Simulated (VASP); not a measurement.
A run of VASP 6.6.1 is set up as follows.

Contents of INCAR:

```
  ALGO = Normal
  EDIFF = 1E-6
  EDIFFG = -0.01
  ENCUT = 520
  GGA = PE
  IBRION = 2
  ISIF = 2
  ISMEAR = 0
  LASPH = T
  LCHARG = F
  LREAL = F
  LWAVE = F
  NELM = 100
  NSW = 50
  PREC = Accurate
  SIGMA = 0.05
```

File KPOINTS:

```
k-points
0
Gamma
  9 9 6
```

Contents of POSCAR:

```
AlN
1.0
    3.0360000000      0.0000000000      0.0000000000
   -1.5180000000      2.6292531259      0.0000000000
    0.0000000000      0.0000000000      4.8163000000
Al N
2 2
Direct
    0.3333333333      0.6666666667      0.0017290859
    0.6666666667      0.3333333333      0.5017290859
    0.3333333333      0.6666666667      0.3832709141
    0.6666666667      0.3333333333      0.8832709141
```

Potentials or basis: VASP PAW PBE potentials, release 64 (Al, N).

Run with:

```bash
$ cat potpaw_PBE.64/Al/POTCAR potpaw_PBE.64/N/POTCAR > POTCAR
$ mpirun -np 1 vasp_std > vasp.out
```

(1) Estimate the band gap on the k mesh.

(2) Predict the energy gained by relaxing.

Answers

(1) 4.89 eV.

(2) 0.8 meV/atom.

Caveat: an odd mesh through Γ misses points on the zone boundary, where band edges can lie.
